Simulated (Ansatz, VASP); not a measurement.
## Pb: VASP beside Ansatz

The input INCAR:

```
PREC     = Accurate       # precision mode
ENCUT    = 600            # plane-wave cutoff, eV
EDIFF    = 1E-7           # SCF threshold, eV
ISMEAR   = 0              # smearing method
SIGMA    = 0.1            # smearing width, eV
LREAL    = F              # projectors in reciprocal space
LASPH    = T              # aspherical terms in the spheres
NELM     = 100            # most SCF steps
ALGO     = Normal         # electronic algorithm
ISIF     = 3              # what is computed and relaxed
LWAVE    = F              # write WAVECAR
LCHARG   = F              # write CHGCAR
GGA      = PE             # functional
IBRION   = 2              # ionic algorithm
NSW      = 100            # ionic steps
EDIFFG   = -0.005         # ionic threshold
```

KPOINTS

```
regular mesh
0
Gamma
  15 15 4
```

Contents of POSCAR:

```
Pb
1.0
    3.5243661423      0.0000000000      0.0000000000
   -1.7621830711      3.0521906115      0.0000000000
    0.0000000000      0.0000000000     11.4952418100
Pb
4
Direct
    0.0000000000      0.0000000000      0.0000000000
    0.3333333300      0.6666666700      0.2500000000
    0.0000000000      0.0000000000      0.5000000000
    0.6666666700      0.3333333300      0.7500000000
```

Input for Ansatz:

```yaml
crystal:
  lattice:
    - [3.5243661423, 0.0, 0.0]
    - [-1.7621830711, 3.0521906115, 0.0]
    - [0.0, 0.0, 11.49524181]
  atoms:
    - { symbol: Pb, position: [0.0, 0.0, 0.0] }
    - { symbol: Pb, position: [0.33333333, 0.66666667, 0.25] }
    - { symbol: Pb, position: [0.0, 0.0, 0.5] }
    - { symbol: Pb, position: [0.66666667, 0.33333333, 0.75] }
basis:
  ecutwfc: 420
kpoints:
  mp_grid: { grid: [15, 15, 4] }
hamiltonian:
  xc: pbe
scf:
  occupations: { method: gaussian, width: 0.1 }
output:
  forces: true
  stress: true
  eigenvalues: true
relax:
  adjacent_minimum: "off"
  f_tol: 0.005
  max_steps: 80
  cell: { stress_tol: 0.05 }
```

Alike in both runs: task relaxation of cell and atoms; functional PBE; k mesh 15 × 15 × 4; occupations gaussian, width 0.1 eV; no spin polarisation.

|  | VASP | Ansatz |
| --- | --- | --- |
| version | VASP 6.6.1 | Ansatz 0.2.0 |
| potentials or method | VASP PAW PBE potentials, release 64 (Pb_d), cutoff 600 eV | scalar-relativistic, plane waves, PAW |
| valence electrons in the cell | 56 | 56 |

Ansatz gave:

| Quantity | Value |
| --- | --- |
| gap on the k mesh at the Fermi level, each at its own relaxed structure (eV) | none |
| relaxed volume (Å³/atom) | 31.94 |
| relaxed length of the cell vector where the two differ most in proportion (Å) | 11.643 |

Question: What did VASP give for the same quantities?

Answer: gap on the k mesh at the Fermi level, each at its own relaxed structure (eV): none; relaxed volume (Å³/atom): 31.92; relaxed length of the cell vector where the two differ most in proportion (Å): 11.634.

A gap of «none» marks a metal or a gap that the smearing closes.

Neither program's run includes spin-orbit coupling.
